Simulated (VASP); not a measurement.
PbO: electric field gradients with LDA

Crystal: PbO.

```xyz
4
Lattice="3.9744 0.0000 0.0000 0.0000 3.9744 0.0000 0.0000 0.0000 5.0220" Properties=species:S:1:pos:R:3 pbc="T T T"
Pb    0.0000    1.9872    1.1807
Pb    1.9872    0.0000    3.8413
O     0.0000    0.0000    0.0000
O     1.9872    1.9872    0.0000
```

```yaml
Program: VASP 6.6.1
Task: electric field gradients
Functional: LDA
Potentials_or_basis: VASP PAW LDA potentials, release 64 (Pb_d, O_h)
Cutoff: 910 eV
k_mesh: 7 × 7 × 6
Occupations: fermi-dirac, width 0.03 eV
Spin: no spin polarisation
Dipole_correction: no
Further_INCAR_settings: ALGO = Normal; EDIFF = 1e-08; NBANDS = 28
```

```
Pressure                                : -1.7 GPa
Largest force                           : 0.103 eV/Å
Band gap on the k mesh                  : 1.45 eV (least direct gap 2.22 eV)
Largest electric field gradient by atom : Pb -225.5; O -2.9 V/Å²
```

Forces on the atoms (eV/Å):
```
Pb   0.000  0.000 -0.103
Pb   0.000  0.000  0.103
O    0.000  0.000  0.000
O    0.000  0.000  0.000
```

Stress tensor (GPa, compression positive):
```
-1.91  0.00  0.00
 0.00 -1.91  0.00
 0.00  0.00 -1.41
```

Levels at points of the mesh, in eV from the valence-band top:
```csv
k point,band 18,band 19,band 20,band 21,band 22,band 23
"(0.00, 0.00, 0.00)",-1.72,-1.72,-0.01,2.30,5.28,5.64
"(0.00, 0.00, 0.50)",-1.75,-1.75,-0.95,1.80,3.96,3.96
```

Electric field gradients, principal values (V/Å²):
```csv
atom,least,middle,greatest (by size)
1 Pb,112.753,112.753,-225.506
2 Pb,112.753,112.753,-225.506
3 O,1.442,1.442,-2.884
4 O,1.442,1.442,-2.884
```

Run time: 100 s on 1 thread of Intel(R) Xeon(R) 6975P-C (Granite Rapids), on a shared host, peak memory 0.33 GiB.

Caveat: the cutoff is under 1.25 times the usual one of these potentials, so pressure, stress and relaxed cells hold a basis-set (Pulay) error; without QUAD_EFG the Cq values of the log hold for a quadrupole moment of 1 mb, not for the nuclei; spin-orbit coupling is left out, which moves the levels of the heavy elements; an odd mesh through Γ misses points on the zone boundary, where band edges can lie. LDA gaps usually lie below the measured ones, often by a third to a half.
